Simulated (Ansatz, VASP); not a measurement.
# BeTe: VASP beside Ansatz

```
Be Te
1.0
     0.00000    2.68323    2.68323
     2.68323    0.00000    2.68323
     2.68323    2.68323    0.00000
Be Te
1 1
Cartesian
  0.0000 0.0000 0.0000
  2.6832 2.6832 2.6832
```

Alike in both runs: task single point; functional PBEsol; k mesh 6 × 6 × 6; no spin polarisation.

|  | VASP | Ansatz |
| --- | --- | --- |
| version | VASP 6.6.1 | Ansatz 0.2.0 |
| potentials or method | VASP PAW PBE potentials, release 64 (Be, Te) | plane waves |
| plane-wave cutoff (eV) | 600 | 420 |
| occupations | methfessel-paxton of order 1, width 0.5 eV | cold, width 0.5 eV |
| valence electrons in the cell | 8 | 18 |

```tsv
	VASP	Ansatz	Ansatz less VASP
pressure (GPa)	-2.3	-2.5	-0.19
```

VASP's potentials were made for PBE, not for PBEsol. VASP's potentials hold 8 valence electrons a cell and Ansatz's 18, so a difference there can come from the potentials and not from the codes.

Neither program's run includes spin-orbit coupling.
